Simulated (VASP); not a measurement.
Here is a VASP 6.6.1 calculation.

INCAR

```
SYSTEM = BN
PREC     = Accurate       ! precision mode
ENCUT    = 600            ! plane-wave cutoff, eV
EDIFF    = 1E-6           ! SCF threshold, eV
ISMEAR   = 0              ! smearing method
SIGMA    = 0.05           ! smearing width, eV
LREAL    = .False.        ! projectors in reciprocal space
LASPH    = .True.         ! aspherical terms in the spheres
NELM     = 120            ! most SCF steps
ALGO     = Normal         ! electronic algorithm
ISIF     = 2              ! what is computed and relaxed
LWAVE    = .False.        ! write WAVECAR
LCHARG   = .False.        ! write CHGCAR
NBANDS   = 11             ! bands
GGA_COMPAT= .False.
```

KPOINTS

```
Automatic mesh
0
Gamma
  12 12 12
  0 0 0
```

Contents of POSCAR:

```
BN
1.0
    1.2010769119      0.6934420784      3.1030996510
   -1.2010769119      0.6934420784      3.1030996510
    0.0000000000     -1.3868841568      3.1030996510
B N
1 1
Direct
    0.9996712000      0.9996712000      0.9996712000
    0.3327618000      0.3327618000      0.3327618000
```

Potentials or basis: VASP PAW LDA potentials, release 64 (B, N).

The run is started by

```console
$ cat potpaw_LDA.64/B/POTCAR potpaw_LDA.64/N/POTCAR > POTCAR
$ mpirun -np 1 vasp_std > vasp.out
```

Predict the band gap on the k mesh.

4.09 eV, indirect (least direct gap 4.86 eV).

What does it give for the pressure?

33.6 GPa.

Estimate the largest force.

0.031 eV/Å.

Forces in eV/Å, atoms in the order of the input:
```
B    0.000  0.000  0.031
N    0.000  0.000 -0.031
```

Caveat: the cell differs from its parent crystal (strain -0.040 along x and y, -0.080 along z). A k mesh can miss the band edges.
